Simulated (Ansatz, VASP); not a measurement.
**BAs: VASP beside Ansatz**

POSCAR

```
BAs
1.0
    0.0000000000      2.4387812228      2.4387812228
    2.4387812228      0.0000000000      2.4387812228
    2.4387812228      2.4387812228      0.0000000000
B As
1 1
Direct
    0.0000000000      0.0000000000      0.0000000000
    0.2500000000      0.2500000000      0.2500000000
```

The input INCAR.step1:

```
SYSTEM = BAs
ALGO = Normal
EDIFF = 1E-4
ENCUT = 520
GGA = PE
ISMEAR = 0
LASPH = .TRUE.
LCHARG = .FALSE.
LREAL = .FALSE.
LWAVE = .TRUE.
NBANDS = 11
NELM = 80
PREC = Accurate
SIGMA = 0.01
```

Contents of INCAR.step2:

```
SYSTEM = BAs
ALGO = Normal
EDIFF = 1E-7
ENCUT = 520
ISIF = 2
ISMEAR = 0
ISTART = 1
LASPH = .TRUE.
LCHARG = .FALSE.
LMIXTAU = .TRUE.
LREAL = .FALSE.
LWAVE = .FALSE.
METAGGA = R2SCAN
NBANDS = 11
NELM = 80
PREC = Accurate
SIGMA = 0.01
```

Contents of KPOINTS:

```
k-points
0
G
  8 8 8
  0 0 0
```

Input for Ansatz:

```yaml
crystal:
  lattice:
    - [0.0, 2.4387812228, 2.4387812228]
    - [2.4387812228, 0.0, 2.4387812228]
    - [2.4387812228, 2.4387812228, 0.0]
  atoms:
    - { symbol: B, position: [0.0, 0.0, 0.0] }
    - { symbol: As, position: [0.25, 0.25, 0.25] }
kpoints:
  mp_grid: { grid: [8, 8, 8] }
hamiltonian:
  xc: r2scan
scf:
  occupations: { method: fixed }
  n_extra_bands: 4
output:
  forces: true
  stress: true
  eigenvalues: true
```

Alike in both runs: task single point; functional r2SCAN; k mesh 8 × 8 × 8; no spin polarisation.

|  | VASP | Ansatz |
| --- | --- | --- |
| version | VASP 6.6.1 | Ansatz 0.2.0 |
| potentials or method | VASP PAW PBE potentials, release 64 (B, As) | plane waves, PAW |
| plane-wave cutoff (eV) | 520 | 500 |
| occupations | gaussian, width 0.01 eV | fixed |
| valence electrons in the cell | 8 | 18 |

|  | VASP | Ansatz | Ansatz less VASP |
| --- | --- | --- | --- |
| gap on the k mesh at the Fermi level (eV) | 1.44 | 1.44 | -0.002 |
| pressure (GPa) | -7.2 | -7.3 | -0.13 |

VASP's potentials were made for PBE, not for r2SCAN. VASP's potentials hold 8 valence electrons a cell and Ansatz's 18, so a difference there can come from the potentials and not from the codes.
